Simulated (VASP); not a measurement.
Here is a VASP 6.6.1 calculation.

INCAR

```
SYSTEM = C
PREC = Accurate ; ENCUT = 600
EDIFF = 1E-6 ; ISMEAR = 0
SIGMA = 0.02 ; LREAL = .False.
LASPH = .True. ; NELM = 120
ALGO = Normal ; ISIF = 2
LWAVE = .False. ; LCHARG = .False.
GGA = PE ; IVDW = 12
NBANDS = 11 ; GGA_COMPAT = .False.
```

The input KPOINTS:

```
Automatic mesh
0
Gamma
  14 14 8
  0 0 0
```

The input POSCAR:

```
C
1.0
    2.1327675447     -1.2313570896     -0.0114144953
    2.1327675447      1.2313570896     -0.0114144953
   -1.4018209123      0.0000000000      3.2861373387
C
2
Direct
    0.8333875144      0.8333875144      0.0001641284
    0.1666124856      0.1666124856      0.9998358716
```

Potentials or basis: VASP PAW PBE potentials, release 64 (C).

Command:

```bash
$ cat potpaw_PBE.64/C/POTCAR > POTCAR
$ mpirun -np 1 vasp_std > vasp.out
```

Task: Predict the band gap on the k mesh.

Result: 0.59 eV, direct.

Task: Estimate the dispersion energy per atom.

Result: -0.161 eV.

Stress tensor (GPa, compression positive):
```
 1.30  0.00 -0.01
 0.00  1.30  0.00
-0.01  0.00  0.78
```

 A k mesh can miss the band edges.
